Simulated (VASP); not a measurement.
**BAs: relaxation of cell and atoms with r2SCAN+D4**

Crystal: BAs.

```
B As
1.0
     0.00000    2.38850    2.38850
     2.38850    0.00000    2.38850
     2.38850    2.38850    0.00000
B As
1 1
Direct
  0.00000 0.00000 0.00000
  0.75000 0.75000 0.75000
```

```json
{"Program": "VASP 6.6.1", "Task": "relaxation of cell and atoms", "Functional": "r2SCAN", "Dispersion": "D4", "Potentials or basis": "VASP PAW PBE potentials, release 64 (B, As)", "Cutoff": "550 eV", "k mesh": "6 × 6 × 6", "Occupations": "gaussian, width 0.01 eV", "Spin": "no spin polarisation", "Dipole correction": "no", "Further INCAR settings": "ALGO = Normal; EDIFF = 1e-07; IBRION = 2; EDIFFG = -0.005; NSW = 100; ISIF = 3"}
```

```json
{
  "Relaxed volume": "13.56 Å³/atom",
  "Relaxed cell": "a = 3.373 Å, b = 3.373 Å, c = 3.373 Å, α = 60.00°, β = 60.00°, γ = 60.00°",
  "Space group after relaxing (to 0.1 Å)": "F-43m (No. 216)",
  "Energy gained by relaxing": "0.1 meV/atom",
  "Ionic steps": "3",
  "Pressure after relaxing": "0.0 GPa",
  "Band gap on the k mesh": "1.46 eV (least direct gap 3.45 eV)",
  "Dispersion energy per atom": "-0.137 eV"
}
```

The path:
| step | energy change (eV) | largest force (eV/Å) | pressure (GPa) | volume (Å³) |
| --- | --- | --- | --- | --- |
| 1 | 0.0000 | 0.0000 | -0.65 | 27.25 |
| 2 | -0.0001 | 0.0000 | 0.52 | 27.03 |
| 3 | -0.0002 | 0.0000 | 0.00 | 27.13 |

Final structure:
```xyz
2
Lattice="0.0000 2.3849 2.3849 2.3849 0.0000 2.3849 2.3849 2.3849 0.0000" Properties=species:S:1:pos:R:3 pbc="T T T"
B     0.0000    0.0000    0.0000
As    3.5774    3.5774    3.5774
```

Levels at points of the mesh, in eV from the valence-band top:
```tsv
k point	band 1	band 2	band 3	band 4	band 5	band 6	band 7	band 8
(0.00, 0.00, 0.00)	-16.20	0.00	0.00	0.00	3.45	3.45	3.45	5.21
(0.50, 0.00, 0.00)	-13.16	-9.28	-1.95	-1.95	3.00	5.06	5.06	9.58
(0.50, 0.50, 0.00)	-11.72	-9.09	-4.33	-4.33	1.60	1.69	12.21	12.21
```

Wall time 82 s on 1 thread of Intel Xeon 8259CL, on a shared host, peak memory 0.17 GiB.

Caveat: the PAW data sets were made with another functional, which shifts forces and pressure a little. A k mesh can miss the band edges.
